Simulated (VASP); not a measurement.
Write the native input for VASP 6.6.1 that does the following.

```yaml
Task: single point
Functional: r2SCAN
Potentials_or_basis: VASP PAW PBE potentials, release 64 (Sn_d)
Cutoff: 520 eV
k_mesh: 10 × 10 × 10
Occupations: gaussian, width 0.15 eV
Spin: no spin polarisation
Dipole_correction: no
Further_INCAR_settings: ALGO = Normal; EDIFF = 1e-06; NBANDS = 21
```

Sn:

```xyz
2
Lattice="0.0000 3.1932 3.3529 3.1932 0.0000 3.3529 3.1932 3.1932 0.0000" Properties=species:S:1:pos:R:3 pbc="T T T"
Sn    3.1932    3.1932    3.3529
Sn    4.7899    4.7899    5.0294
```

This cell differs from its parent crystal: ratio of the length along z to the lengths across it x 1.05, volume and fractional coordinates fixed.

These files were run (other wordings do the same):

POSCAR

```
Sn
1.0
    0.0000000000      3.1932424573      3.3529045801
    3.1932424573      0.0000000000      3.3529045801
    3.1932424573      3.1932424573      0.0000000000
Sn
2
Direct
    0.5000000000      0.5000000000      0.5000000000
    0.7500000000      0.7500000000      0.7500000000
```

INCAR.step1

```
ALGO = Normal ; EDIFF = 1E-4
ENCUT = 520 ; GGA = PE
ISMEAR = 0 ; LASPH = T
LCHARG = F ; LREAL = F
LWAVE = T ; NBANDS = 21
NELM = 60 ; PREC = Accurate
SIGMA = 0.15
```

INCAR.step2

```
ALGO = Normal ; EDIFF = 1E-6
ENCUT = 520 ; ISIF = 2
ISMEAR = 0 ; ISTART = 1
LASPH = T ; LCHARG = F
LMIXTAU = T ; LREAL = F
LWAVE = F ; METAGGA = R2SCAN
NBANDS = 21 ; NELM = 60
PREC = Accurate ; SIGMA = 0.15
```

KPOINTS

```
k-points
0
Gamma
  10 10 10
```

Potentials or basis: VASP PAW PBE potentials, release 64 (Sn_d).

Command:

```sh
$ cat potpaw_PBE.64/Sn_d/POTCAR > POTCAR
$ cp INCAR.step1 INCAR
$ mpirun -np 1 vasp_std > vasp.out
$ cp INCAR.step2 INCAR
$ mpirun -np 1 vasp_std > vasp.out
```

Results of the run:

* Pressure: 1.6 GPa
* Band gap on the k mesh: zero (band 14 reaches 5.70 eV, above the bottom of band 15 at 5.68 eV)

Caveat: the PAW data sets were made with another functional, which shifts forces and pressure a little; spin-orbit coupling is left out, which moves the levels of the heavy elements.

Wall time 3.4 min on 1 thread of Intel(R) Xeon(R) Platinum 8559C (Emerald Rapids), with other jobs on the host, peak memory 0.28 GiB.
